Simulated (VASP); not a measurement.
# CuO (C2/c) in VASP: settings compared

The runs below take CuO through single point, with SVWN5, revPBE.

All numbers are computed with VASP 6.6.1; they aren't measurements. Logs are shortened: lines on timing, memory, paths and dates and some standing lists are left out, and cuts for length are marked.

### Step 1. The cell of the first run

Symmetry: C2/c, No. 15, monoclinic system. The conventional cell has a = 4.715 Å, b = 3.445 Å, c = 5.163 Å, α = 90.00°, β = 99.54°, γ = 90.00°. Within 2.6 Å of Cu (site symmetry -1) lie 4 O at 1.96 to 1.97 Å. Within 3.0 Å of O (site symmetry 2) lie 6 Cu at 1.96 to 2.80 Å and 6 O at 2.64 to 2.92 Å.

### Step 2. Single point, SVWN5

Contents of INCAR:

```
  PREC = Accurate
  ENCUT = 820
  EDIFF = 1E-6
  ISMEAR = -1
  SIGMA = 0.05
  LREAL = F
  LASPH = T
  NELM = 120
  ALGO = Normal
  ISIF = 2
  LWAVE = F
  LCHARG = T
  GGA = VW
  LELF = T
  LVHAR = T
  NBANDS = 33
  GGA_COMPAT = F
```

Contents of KPOINTS:

```
regular mesh
0
Gamma
  10 10 5
```

Contents of POSCAR:

```
CuO
1.0
    2.3573593924     -1.7226334429      0.0000000000
    2.3573593924      1.7226334429      0.0000000000
   -0.8556569116      0.0000000000      5.0913661947
Cu O
2 2
Direct
    0.5000000000      0.0000000000      0.5000000000
    0.0000000000      0.5000000000      0.0000000000
    0.4184000000      0.5816000000      0.7500000000
    0.5816000000      0.4184000000      0.2500000000
```

Potentials or basis: VASP PAW PBE potentials, release 64 (Cu_sv_GW, O).

The run is started by

```sh
> cat potpaw_PBE.64/Cu_sv_GW/POTCAR potpaw_PBE.64/O/POTCAR > POTCAR
> mpirun -np 1 vasp_std > vasp.out
```

OUTCAR:

```text
PREC = Accurate
   ENCUT = 820
   EDIFF = 1E-6
   ISMEAR = -1
   LREAL = F
   LASPH = T
   NELM = 120
   ISIF = 2
   GGA = VW

 ion  position               nearest neighbor table
   1  0.500  0.000  0.500-   3 1.96   4 1.96   4 1.97   3 1.97
   2  0.000  0.500  0.000-   4 1.96   3 1.96   4 1.97   3 1.97
   3  0.418  0.582  0.750-   2 1.96   1 1.96   2 1.97   1 1.97
   4  0.582  0.418  0.250-   1 1.96   2 1.96   2 1.97   1 1.97

  LATTYP: Found a base centered monoclinic cell.
 ALAT       =     4.7147187848
 B/A-ratio  =     0.7307470590
 C/A-ratio  =     1.0950317057
 COS(beta)  =    -0.1657361228

  Lattice vectors:

 A1 = (   2.3573593924,  -1.7226334429,   0.0000000000)
 A2 = (   2.3573593924,   1.7226334429,   0.0000000000)
 A3 = (  -0.8556569116,   0.0000000000,   5.0913661947)

Analysis of symmetry for initial positions (statically):
=====================================================================
 Subroutine PRICEL returns:
 Original cell was already a primitive cell.

 Routine SETGRP: Setting up the symmetry group for a
 base centered monoclinic supercell.

 Subroutine GETGRP returns: Found  4 space group operations
 (whereof  2 operations were pure point group operations)
 out of a pool of  4 trial point group operations.

The static configuration has the point symmetry S_2 .
 The point group associated with its full space group is C_2h.

Analysis of symmetry for dynamics (positions and initial velocities):
=====================================================================
 Subroutine PRICEL returns:
 Original cell was already a primitive cell.

 Routine SETGRP: Setting up the symmetry group for a
 base centered monoclinic supercell.

 Subroutine GETGRP returns: Found  4 space group operations
 (whereof  2 operations were pure point group operations)
 out of a pool of  4 trial point group operations.

The dynamic configuration has the point symmetry S_2 .
 The point group associated with its full space group is C_2h.

 Subroutine INISYM returns: Found  4 space group operations
 (whereof  2 operations are pure point group operations),
 and found     1 'primitive' translations

----------------------------------------------------------------------------------------

                                     Primitive cell

  volume of cell :      41.3507

  direct lattice vectors                    reciprocal lattice vectors
     2.357359392 -1.722633443  0.000000000     0.212101728 -0.290253276  0.035645896
     2.357359392  1.722633443  0.000000000     0.212101728  0.290253276  0.035645896
    -0.855656912  0.000000000  5.091366195     0.000000000  0.000000000  0.196410936

  length of vectors
     2.919693354  2.919693354  5.162766553     0.361254394  0.361254394  0.196410936

  position of ions in fractional coordinates (direct lattice)
     0.500000000  1.000000000  0.500000000
     1.000000000  0.500000000  0.000000000
     0.418400000  0.581600000  0.750000000
     0.581600000  0.418400000  0.250000000

  ion indices of the primitive-cell ions
   primitive index   ion index
                 1           1
                 2           2
                 3           3
                 4           4

----------------------------------------------------------------------------------------

 KPOINTS: regular mesh

Automatic generation of k-mesh.
 Grid dimensions read from file:
 generate k-points for:   10   10    5

 Generating k-lattice:

  Cartesian coordinates                     Fractional coordinates (reciprocal lattice)
     0.021210173 -0.029025328  0.003564590     0.100000000  0.000000000 -0.000000000
     0.021210173  0.029025328  0.003564590     0.000000000  0.100000000 -0.000000000
     0.000000000  0.000000000  0.039282187     0.000000000  0.000000000  0.200000000

  Length of vectors
     0.036125439  0.036125439  0.039282187

  Shift w.r.t. Gamma in fractional coordinates (k-lattice)
     0.000000000  0.000000000  0.000000000

 Subroutine IBZKPT returns following result:
 ===========================================

 Found    141 irreducible k-points:

 Following reciprocal coordinates:
            Coordinates               Weight
  0.000000  0.000000  0.000000      1.000000
  0.100000 -0.000000  0.000000      4.000000
  0.200000 -0.000000  0.000000      4.000000
  0.300000  0.000000 -0.000000      4.000000
  0.400000 -0.000000  0.000000      4.000000
  0.500000  0.000000 -0.000000      2.000000
[... 16 lines left out ...]
  0.300000  0.300000  0.000000      2.000000
  0.400000  0.300000  0.000000      4.000000
 [... further k-points ...]
   k-points           NKPTS =    141   k-points in BZ     NKDIM =    141   number of bands    NBANDS=     33
   number of dos      NEDOS =    301   number of ions     NIONS =      4
   total plane-waves  NPLWV =  37632
   dimension x,y,z NGX =    28 NGY =   28 NGZ =   48
   dimension x,y,z NGXF=    56 NGYF=   56 NGZF=   96
   ions per type =               2   2
[... 43 lines left out ...]
 non-spin polarized calculation
  energy-cutoff  :      820.00
  volume of cell :       41.35
 maximum number of plane-waves:      2221
   NGX = 13   NGY = 13   NGZ = 25

 number of electron      49.9999987 magnetization

 Free energy of the ion-electron system (eV)
  ---------------------------------------------------
  ext. energy  EPLUGINS =         0.00000000
  ---------------------------------------------------
  free energy    TOTEN  =       -22.86488672 eV

  energy without entropy =      -22.84524861  energy(sigma->0) =      -22.85506766

 E-fermi :   5.0104     XC(G=0): -12.7343

 val. band max:        5.0103425702   @ k =   0.5000   0.1000   0.2000
 cond. band min:       5.0143588082   @ k =   0.5000   0.2000   0.4000
 fundamental gap:      0.0040162380
 Fermi energy:         5.0103699437

 k-point     1 :       0.0000    0.0000    0.0000
  band No.  band energies     occupation
      1    -106.6436      2.00000
      2    -106.6430      2.00000
      3     -64.6208      2.00000
      4     -64.6207      2.00000
      5     -64.5884      2.00000
      6     -64.5801      2.00000
[... 25 lines left out ...]
     32      21.1320      0.00000
     33      21.5248      0.00000

 k-point     2 :       0.1000   -0.0000    0.0000
  band No.  band energies     occupation
      1    -106.6435      2.00000
      2    -106.6429      2.00000
      3     -64.6219      2.00000
      4     -64.6208      2.00000
      5     -64.5882      2.00000
      6     -64.5804      2.00000
[... 25 lines left out ...]
     32      20.5996      0.00000
     33      21.6267      0.00000

 k-point     3 :       0.2000   -0.0000    0.0000
  band No.  band energies     occupation
      1    -106.6433      2.00000
      2    -106.6428      2.00000
      3     -64.6250      2.00000
      4     -64.6209      2.00000
      5     -64.5875      2.00000
      6     -64.5808      2.00000
[... 25 lines left out ...]
     32      19.7562      0.00000
     33      21.6560      0.00000

 k-point     4 :       0.3000    0.0000   -0.0000
  band No.  band energies     occupation
      1    -106.6430      2.00000
      2    -106.6427      2.00000
      3     -64.6289      2.00000
      4     -64.6210      2.00000
      5     -64.5866      2.00000
      6     -64.5817      2.00000
[... 25 lines left out ...]
     32      18.6497      0.00000
     33      20.8166      0.00000

 k-point     5 :       0.4000   -0.0000    0.0000
  band No.  band energies     occupation
      1    -106.6428      2.00000
      2    -106.6426      2.00000
      3     -64.6320      2.00000
      4     -64.6210      2.00000
      5     -64.5855      2.00000
      6     -64.5827      2.00000
[... 604 lines left out ...]
 k-point    22 :      -0.2000    0.2000    0.0000
  band No.  band energies     occupation
      1    -106.6430      2.00000
      2    -106.6426      2.00000
      3     -64.6258      2.00000
      4     -64.6245      2.00000
      5     -64.5858      2.00000
      6     -64.5824      2.00000
[... 25 lines left out ...]
     32      18.5543      0.00000
     33      18.6624      0.00000

 k-point    23 :       0.3000    0.3000    0.0000
  band No.  band energies     occupation
      1    -106.6427      2.00000
      2    -106.6421      2.00000
      3     -64.6298      2.00000
      4     -64.6272      2.00000
      5     -64.5873      2.00000
      6     -64.5809      2.00000
[... 25 lines left out ...]
     32      19.2401      0.00000
     33      19.7161      0.00000

 k-point    24 :       0.4000    0.3000    0.0000
  band No.  band energies     occupation
      1    -106.6425      2.00000
      2    -106.6421      2.00000
      3     -64.6323      2.00000
      4     -64.6279      2.00000
      5     -64.5870      2.00000
      6     -64.5812      2.00000
[... 25 lines left out ...]
     32      18.0466      0.00000
     33      19.2331      0.00000

 [... further k-points ...]

------------------------ aborting loop because EDIFF is reached ----------------------------------------

  FORCE on cell =-STRESS in cart. coord.  units (eV):
  Direction    XX          YY          ZZ          XY          YZ          ZX
  --------------------------------------------------------------------------------------
  -------------------------------------------------------------------------------------
  Total       -3.7439565     -2.2697251     -4.3306652      0.0000000      0.0000000      0.1851505
  in kB     -145.0635732    -87.9429102   -167.7962278      0.0000000      0.0000000      7.1738516
  external PRESSURE =    -133.6009037 kB  Pullay stress =       0.0000000 kB

 VOLUME and BASIS-vectors are now :
 -----------------------------------------------------------------------------
  energy-cutoff  :      820.00
  volume of cell :       41.35
      direct lattice vectors                 reciprocal lattice vectors
     2.357359392 -1.722633443  0.000000000     0.212101728 -0.290253276  0.035645896
     2.357359392  1.722633443  0.000000000     0.212101728  0.290253276  0.035645896
    -0.855656912  0.000000000  5.091366195     0.000000000  0.000000000  0.196410936

 POSITION                                       TOTAL-FORCE (eV/Angst)
 -----------------------------------------------------------------------------------
      0.75085     -0.86132      2.54568         0.000000      0.000000     -0.000000
      1.17868      0.86132      0.00000         0.000000      0.000000     -0.000000
      1.71562      0.28113      3.81852         0.000000     -0.517316      0.000000
      2.14345     -0.28113      1.27284        -0.000000      0.517316     -0.000000
 -----------------------------------------------------------------------------------
    total drift:                                0.000000      0.000000      0.000000

  FREE ENERGIE OF THE ION-ELECTRON SYSTEM (eV)
  ---------------------------------------------------
  free  energy   TOTEN  =       -22.8648867185 eV

  energy  without entropy=      -22.8452486060  energy(sigma->0) =      -22.85506766
```

Run time: 4 min. Hardware: 1 thread of Intel Xeon 6975P-C (Granite Rapids), shared host; peak memory 0.44 GiB.

What came out:

| Quantity | Value |
| --- | --- |
| Free energy | -22.8649 eV |
| Pressure | -13.4 GPa |
| Largest force | 0.517 eV/Å |
| Band gap on the k mesh | zero (bands 25 and 26 overlap by 0.60 eV) |

Forces on the atoms (eV/Å):
```
Cu   0.000  0.000  0.000
Cu   0.000  0.000  0.000
O    0.000 -0.517  0.000
O    0.000  0.517  0.000
```

Stress tensor (GPa, compression positive):
```
-14.51   0.00   0.72
  0.00  -8.79   0.00
  0.72   0.00 -16.78
```

Levels at points of the mesh, in eV from the Fermi level:
```csv
k point,band 21,band 22,band 23,band 24,band 25,band 26,band 27,band 28,band 29,band 30
"(0.00, 0.00, 0.00)",-2.32,-2.15,-2.10,-1.59,0.22,0.93,1.63,5.90,7.91,13.07
"(0.50, 0.00, 0.00)",-1.97,-1.54,-1.45,-1.37,0.00,0.25,4.71,6.10,6.76,10.84
"(0.50, 0.50, 0.00)",-2.07,-2.07,-1.65,-1.17,-0.63,1.05,3.27,6.82,8.33,9.70
```

Caveat: the stress differs along the axes, from -17 to -9 GPa; the PAW data sets were made with another functional, which shifts forces and pressure a little; semilocal functionals often make such compounds metallic where correlation or magnetic order opens a gap, which also shifts bond lengths.

### Step 3. Single point, SVWN5

This run uses another cell than the first one, of 9.73 Å³/atom.

Contents of INCAR:

```
SYSTEM = CuO
PREC = Accurate
ENCUT = 820
EDIFF = 1E-6
ISMEAR = -1
SIGMA = 0.05
LREAL = .False.
LASPH = .True.
NELM = 120
ALGO = Normal
ISIF = 2
LWAVE = .False.
LCHARG = .True.
GGA = VW
LELF = .True.
LVHAR = .True.
NBANDS = 33
GGA_COMPAT = .False.
```

Contents of KPOINTS:

```
regular mesh
0
Gamma
  10 10 5
  0 0 0
```

Contents of POSCAR:

```
CuO
1.0
    2.3101994985     -1.6881714891      0.0000000000
    2.3101994985      1.6881714891      0.0000000000
   -0.8385391614      0.0000000000      4.9895114286
Cu O
2 2
Direct
    0.5000000000      0.0000000000      0.5000000000
    0.0000000000      0.5000000000      0.0000000000
    0.4184000000      0.5816000000      0.7500000000
    0.5816000000      0.4184000000      0.2500000000
```

Potentials or basis: VASP PAW PBE potentials, release 64 (Cu_sv_GW, O).

The run is started by

```sh
> cat potpaw_PBE.64/Cu_sv_GW/POTCAR potpaw_PBE.64/O/POTCAR > POTCAR
> mpirun -np 1 vasp_std > vasp.out
```

Wall time 8 min (1 thread of AMD EPYC 7R43 (Zen 3), shared host); peak memory 0.39 GiB.

It converged, with:

- Free energy: -22.9784 eV
- Pressure: -2.9 GPa
- Largest force: 0.330 eV/Å
- Band gap on the k mesh: zero (bands 25 and 26 overlap by 0.60 eV)

Forces on the atoms (eV/Å):
```
Cu   0.000  0.000  0.000
Cu   0.000  0.000  0.000
O    0.000 -0.330  0.000
O    0.000  0.330  0.000
```

Stress tensor (GPa, compression positive):
```
-3.60  0.00 -0.71
 0.00 -0.71  0.00
-0.71  0.00 -4.51
```

Levels at points of the mesh, in eV from the Fermi level:
```tsv
k point	band 21	band 22	band 23	band 24	band 25	band 26	band 27	band 28	band 29	band 30
(0.00, 0.00, 0.00)	-2.54	-2.35	-2.29	-1.73	0.23	0.98	1.85	5.96	8.28	13.33
(0.50, 0.00, 0.00)	-2.14	-1.68	-1.60	-1.49	0.00	0.24	4.68	6.35	7.03	11.17
(0.50, 0.50, 0.00)	-2.26	-2.25	-1.71	-1.28	-0.69	1.11	3.09	7.06	8.42	10.19
```

Caveat: the PAW data sets were made with another functional, which shifts forces and pressure a little; semilocal functionals often make such compounds metallic where correlation or magnetic order opens a gap, which also shifts bond lengths.

### Step 4. Single point, revPBE

This run uses another cell than the first one, of 10.13 Å³/atom.

Contents of INCAR:

```
PREC     = Accurate       # precision mode
ENCUT    = 820            # plane-wave cutoff, eV
EDIFF    = 1E-6           # SCF threshold, eV
ISMEAR   = -1             # smearing method
SIGMA    = 0.05           # smearing width, eV
LREAL    = False          # projectors in reciprocal space
LASPH    = True           # aspherical terms in the spheres
NELM     = 120            # most SCF steps
ALGO     = Normal         # electronic algorithm
ISIF     = 2              # what is computed and relaxed
LWAVE    = False          # write WAVECAR
LCHARG   = False          # write CHGCAR
GGA      = RE             # functional
NBANDS   = 33             # bands
GGA_COMPAT= False
```

Contents of KPOINTS:

```
regular mesh
0
Gamma
  10 10 5
```

Contents of POSCAR:

```
CuO
1.0
    2.3418500000     -1.7113000000      0.0000000000
    2.3418500000      1.7113000000      0.0000000000
   -0.8500274268      0.0000000000      5.0578693947
Cu O
2 2
Direct
    0.5000000000      0.0000000000      0.5000000000
    0.0000000000      0.5000000000      0.0000000000
    0.4184000000      0.5816000000      0.7500000000
    0.5816000000      0.4184000000      0.2500000000
```

The run is started by

```sh
> cat potpaw_PBE.64/Cu_sv_GW/POTCAR potpaw_PBE.64/O/POTCAR > POTCAR
> mpirun -np 1 vasp_std > vasp.out
```

It took 4.8 min on 1 thread of Intel Xeon Platinum 8488C (Sapphire Rapids), shared host; peak memory 0.46 GiB.

Results (log left out):

| Property | Result |
| --- | --- |
| Free energy | -18.1830 eV |
| Pressure | 9.0 GPa |
| Largest force | 0.206 eV/Å |
| Band gap on the k mesh | zero (bands 25 and 26 overlap by 0.60 eV) |

Forces in eV/Å, atoms in the order of the input:
```
Cu   0.000  0.000  0.000
Cu   0.000  0.000  0.000
O    0.000 -0.206  0.000
O    0.000  0.206  0.000
```

Stress tensor (GPa, compression positive):
```
 8.87  0.00 -1.45
 0.00  9.50  0.00
-1.45  0.00  8.48
```

Levels at points of the mesh, in eV from the Fermi level:
| k point | band 21 | band 22 | band 23 | band 24 | band 25 | band 26 | band 27 | band 28 | band 29 | band 30 |
| --- | --- | --- | --- | --- | --- | --- | --- | --- | --- | --- |
| (0.00, 0.00, 0.00) | -2.39 | -2.23 | -2.17 | -1.67 | 0.20 | 0.94 | 1.70 | 6.03 | 8.17 | 13.39 |
| (0.50, 0.00, 0.00) | -2.06 | -1.62 | -1.53 | -1.42 | 0.01 | 0.25 | 4.87 | 6.31 | 6.95 | 11.13 |
| (0.50, 0.50, 0.00) | -2.15 | -2.13 | -1.65 | -1.23 | -0.67 | 1.07 | 3.34 | 7.11 | 8.51 | 10.04 |

Caveat: the cell stands under pressure; the PAW data sets were made with another functional, which shifts forces and pressure a little; semilocal functionals often make such compounds metallic where correlation or magnetic order opens a gap, which also shifts bond lengths. With open d or f shells a metallic result of revPBE can be an artefact of self-interaction; +U or a hybrid may open a gap.

### Step 5. Summary

```tsv
level	cell	gap on the mesh (eV)	pressure (GPa)	largest force (eV/Å)
SVWN5	a = 2.920, b = 2.920, c = 5.163 Å, angles 97.7, 97.7, 72.3°, 4 atoms	none	-13.4	0.52
SVWN5	a = 2.861, b = 2.861, c = 5.059 Å, angles 97.7, 97.7, 72.3°, 4 atoms	none	-2.9	0.33
revPBE	a = 2.900, b = 2.900, c = 5.129 Å, angles 97.7, 97.7, 72.3°, 4 atoms	none	9.0	0.21
```

Alike in all rows: task single point; potentials or basis VASP PAW PBE potentials, release 64 (Cu_sv_GW, O); no spin polarisation; k mesh 10 × 10 × 5; cutoff (eV) 820; smearing fermi-dirac 0.05 eV.

Caveats: the PAW data sets were made with another functional, which shifts forces and pressure a little; semilocal functionals often make such compounds metallic where correlation or magnetic order opens a gap, which also shifts bond lengths; the stress differs along the axes, from -17 to -9 GPa (at least some runs); the cell stands under pressure (at least some runs).

Absolute energies hang on the potentials; compare differences alone.
